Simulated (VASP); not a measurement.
Write the native input for VASP 6.6.1 that does the following.

* Task: single point
* Functional: revPBE
* Potentials or basis: VASP PAW PBE potentials, release 64 (Mo_sv)
* Cutoff: 520 eV
* k mesh: 15 × 15 × 7
* Occupations: fermi-dirac, width 0.1 eV
* Spin: no spin polarisation
* Dipole correction: no
* Further INCAR settings: ALGO = Normal; EDIFF = 1e-06; NBANDS = 21

The structure of Mo lies in POSCAR:

```
Mo
1.0
    2.6919268927      0.0000000000      0.0000000000
   -1.3459634463      2.3312770742      0.0000000000
    0.0000000000      0.0000000000      4.7743379992
Mo
2
Direct
    0.3333333333      0.6666666667      0.2500000000
    0.6666666667      0.3333333333      0.7500000000
```

This isn't the form of Mo at room conditions, which is bcc.

One way to write it, as run:

INCAR

```
ALGO = Normal
EDIFF = 1E-6
ENCUT = 520
GGA = RE
ISIF = 2
ISMEAR = -1
LASPH = T
LCHARG = T
LELF = T
LREAL = F
LVHAR = T
LWAVE = F
NBANDS = 21
NELM = 100
PREC = Accurate
SIGMA = 0.1
```

KPOINTS

```
k-points
0
Gamma
  15 15 7
```

Potentials or basis: VASP PAW PBE potentials, release 64 (Mo_sv).

Launch:

```console
$ cat potpaw_PBE.64/Mo_sv/POTCAR > POTCAR
$ mpirun -np 1 vasp_std > vasp.out
```

It gave:

The pressure is 23.4 GPa and the band gap on the k mesh is zero (bands 14 and 15 overlap by 1.91 eV).

Caveat: the cell stands under pressure; the PAW data sets were made with another functional, which shifts forces and pressure a little.

Wall time 44 s on 1 thread of Intel(R) Xeon(R) Platinum 8488C (Sapphire Rapids) (shared host), peak memory 0.17 GiB.
